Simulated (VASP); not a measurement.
## PbS: relaxation of cell and atoms with r2SCAN+D4

Crystal: PbS.

```
CELL_PARAMETERS angstrom
3.65366 0.00000 0.00000
0.00000 3.65366 0.00000
0.00000 0.00000 3.65366
ATOMIC_POSITIONS crystal
Pb 0.00000 0.00000 0.00000
S 0.50000 0.50000 0.50000
```

```json
{
 "Program": "VASP 6.6.1",
 "Task": "relaxation of cell and atoms",
 "Functional": "r2SCAN",
 "Dispersion": "D4",
 "Potentials or basis": "VASP PAW PBE potentials, release 64 (Pb_d, S)",
 "Cutoff": "600 eV",
 "k mesh": "7 × 7 × 7",
 "Occupations": "fermi-dirac, width 0.05 eV",
 "Spin": "no spin polarisation",
 "Dipole correction": "no",
 "Further INCAR settings": "ALGO = Normal; EDIFF = 1e-07; IBRION = 2; EDIFFG = -0.01; NSW = 60; ISIF = 3"
}
```

The relaxed volume is 23.80 Å³/atom and the relaxed cell is a = 3.624 Å, b = 3.624 Å, c = 3.624 Å, α = 90.00°, β = 90.00°, γ = 90.00°. The space group after relaxing (to 0.05 Å) is Pm-3m (No. 221), the energy gained by relaxing is 2.8 meV/atom and the ionic steps are 3. The pressure after relaxing is 0.0 GPa and the band gap on the k mesh is 0.26 eV, indirect (least direct gap 1.68 eV). The dispersion energy per atom is -0.142 eV.

Step by step:
```csv
step,energy change (eV),largest force (eV/Å),pressure (GPa),volume (Å³)
1,0.0000,0.0000,-1.48,48.77
2,-0.0049,0.0000,0.54,47.20
3,-0.0055,0.0000,0.00,47.60
```

Final structure:
```yaml
crystal:
  lattice:
    - [3.62402, 0.00000, 0.00000]
    - [0.00000, 3.62402, 0.00000]
    - [0.00000, 0.00000, 3.62402]
  atoms:
    - { symbol: Pb, position: [0.00000, 0.00000, 0.00000] }
    - { symbol: S, position: [0.50000, 0.50000, 0.50000] }
```

Levels at points of the mesh, in eV from the valence-band top:
```csv
k point,band 8,band 9,band 10,band 11,band 12,band 13
"(0.00, 0.00, 0.00)",-1.60,-1.60,-1.60,6.10,6.10,7.24
```

It took 2.9 min on 1 thread of Intel(R) Xeon(R) 6975P-C (Granite Rapids), on a shared host, peak memory 0.19 GiB.

Caveat: the PAW data sets were made with another functional, which shifts forces and pressure a little; spin-orbit coupling is left out, which moves the levels of the heavy elements. A k mesh can miss the band edges.
